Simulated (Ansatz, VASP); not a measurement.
## Two plane-wave programs on NaTa

```
CELL_PARAMETERS angstrom
5.96227 0.00000 0.00000
0.00000 1.35387 2.62479
0.00000 -1.35387 2.62479
ATOMIC_POSITIONS crystal
Na 0.00000 0.02013 0.02013
Ta 0.50000 0.72975 0.72975
```

Change from the starting cell: the structure that the rattled CuAu (L1_0) type (P4/mmm, No. 123) fell into.

Alike in both runs: functional PBE; k mesh 10 × 22 × 22; occupations gaussian, width 0.1 eV; no spin polarisation.

Ansatz relaxed the structure, and its values are those at the end. VASP's run is a single point on that final structure, the one shown.

|  | VASP | Ansatz |
| --- | --- | --- |
| version | VASP 6.6.1 | Ansatz 0.2.0 |
| potentials or method | VASP PAW PBE potentials, release 64 (Na_pv, Ta_pv), cutoff 520 eV | scalar-relativistic, plane waves, PAW |
| valence electrons in the cell | 18 | 22 |

|  | VASP | Ansatz | Ansatz less VASP |
| --- | --- | --- | --- |
| gap on the k mesh at the Fermi level (eV) | none | none | - |
| pressure (GPa) | 0.0 | 0.0 | -0.03 |

A gap of «none» marks a metal or a gap that the smearing closes. With one functional, cell and mesh, what is left measures potentials, basis and numerics. VASP's potentials hold 18 valence electrons a cell and Ansatz's 22, so a difference there can come from the potentials and not from the codes.

Spin-orbit coupling is off throughout.
